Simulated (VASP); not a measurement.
Here is a VASP 6.6.1 calculation.

The input INCAR:

```
SYSTEM = MgTl
ALGO = Normal
EDIFF = 1E-6
ENCUT = 520
GGA = PS
ISIF = 2
ISMEAR = 1
LASPH = .True.
LCHARG = .True.
LELF = .True.
LREAL = .False.
LVHAR = .True.
LWAVE = .False.
NBANDS = 14
NELM = 80
PREC = Accurate
SIGMA = 0.1
```

Contents of KPOINTS:

```
k-points
0
Gamma
  5 5 5
  0 0 0
```

The input POSCAR:

```
MgTl
1.0
    3.6280000000      0.0000000000      0.0000000000
    0.0000000000      3.6280000000      0.0000000000
    0.0000000000      0.0000000000      3.6280000000
Mg Tl
1 1
Direct
    0.0050000000      0.0000000000      0.0000000000
    0.5000000000      0.5000000000      0.5000000000
```

Potentials or basis: VASP PAW PBE potentials, release 64 (Mg, Tl_d).

Run with:

```bash
$ cat potpaw_PBE.64/Mg/POTCAR potpaw_PBE.64/Tl_d/POTCAR > POTCAR
$ mpirun -np 1 vasp_std > vasp.out
```

Q: What does it give for the largest force?

A: 0.030 eV/Å.

Q: Estimate the pressure.

A: -0.2 GPa.

Forces on the atoms (eV/Å):
```
Mg  -0.030  0.000  0.000
Tl   0.030  0.000  0.000
```

Caveat: the PAW data sets were made with another functional, which shifts forces and pressure a little.
